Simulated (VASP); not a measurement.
Write the native input for VASP 6.6.1 that does the following.

| Item | Value |
| --- | --- |
| Task | single point |
| Functional | PBE |
| Potentials or basis | VASP PAW PBE potentials, release 64 (Mg, Se, Hg) |
| Cutoff | 520 eV |
| k mesh | 6 × 6 × 4 |
| Occupations | gaussian, width 0.01 eV |
| Spin | no spin polarisation |
| Dipole correction | no |
| Further INCAR settings | ALGO = Normal; EDIFF = 1e-06; NBANDS = 21 |

The structure of MgHgSe2 lies in POSCAR:

```
MgHgSe2
1.0
    4.3099488956      0.0000000000      0.0000000000
    0.0000000000      4.3099488956      0.0000000000
    0.0000000000      0.0000000000      5.9950310291
Mg Se Hg
1 2 1
Direct
    0.0000000000      0.0000000000      0.0000000000
    0.0000000000      0.5000000000      0.2351894040
    0.5000000000      0.0000000000      0.7648105960
    0.5000000000      0.5000000000      0.5000000000
```

One way to write it, as run:

INCAR

```
SYSTEM = MgHgSe2
ALGO = Normal ; EDIFF = 1E-6
ENCUT = 520 ; GGA = PE
ISIF = 2 ; ISMEAR = 0
LASPH = .True. ; LCHARG = .False.
LREAL = .False. ; LWAVE = .False.
NBANDS = 21 ; NELM = 100
PREC = Accurate ; SIGMA = 0.01
```

KPOINTS

```
k-points
0
Gamma
  6 6 4
  0 0 0
```

Potentials or basis: VASP PAW PBE potentials, release 64 (Mg, Se, Hg).

Launch:

```console
$ cat potpaw_PBE.64/Mg/POTCAR potpaw_PBE.64/Se/POTCAR potpaw_PBE.64/Hg/POTCAR > POTCAR
$ mpirun -np 1 vasp_std > vasp.out
```

It gave:

* Pressure: 1.5 GPa
* Largest force: 0.065 eV/Å
* Band gap on the k mesh: 0.63 eV

Caveat: spin-orbit coupling is left out, which moves the levels of the heavy elements.

It took 100 s on 1 thread of Intel Xeon 8259CL (shared host), peak memory 0.26 GiB.
